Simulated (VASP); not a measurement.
CdGeAs2, 4 atoms in the cell. The structure is tetragonal, space group P-4m2 (No. 115). The conventional cell has a = 4.076 Å, b = 4.076 Å, c = 6.118 Å, α = 90.00°, β = 90.00°, γ = 90.00°. Within 3.4 Å of Cd (site symmetry -4m2) lie 4 As at 2.61 Å. Within 3.3 Å of As (site symmetry 2mm) lie 2 Ge at 2.49 Å and 2 Cd at 2.61 Å. Within 3.3 Å of Ge (site symmetry -4m2) lie 4 As at 2.49 Å. 

* Program: VASP 6.6.1
* Task: single point
* Functional: PBEsol
* Potentials or basis: VASP PAW PBE potentials, release 64 (Cd, As, Ge_d)
* Cutoff: 520 eV
* k mesh: 4 × 4 × 4
* Occupations: fermi-dirac, width 0.02 eV
* Spin: no spin polarisation
* Dipole correction: no
* Further INCAR settings: ALGO = Normal; EDIFF = 1e-06; NBANDS = 26

Potentials or basis: VASP PAW PBE potentials, release 64 (Cd, As, Ge_d).

The run is started by

```sh
$ cat potpaw_PBE.64/Cd/POTCAR potpaw_PBE.64/As/POTCAR potpaw_PBE.64/Ge_d/POTCAR > POTCAR
$ mpirun -np 1 vasp_std > vasp.out
```

Hardware: 1 thread of Intel(R) Xeon(R) Platinum 8488C (Sapphire Rapids), on a shared host.

Question: Estimate the wall time of this run.

Answer: It took 30 s on 1 thread of Intel(R) Xeon(R) Platinum 8488C (Sapphire Rapids), on a shared host, peak memory 0.21 GiB. Counts: scf iterations 13, k points 18.
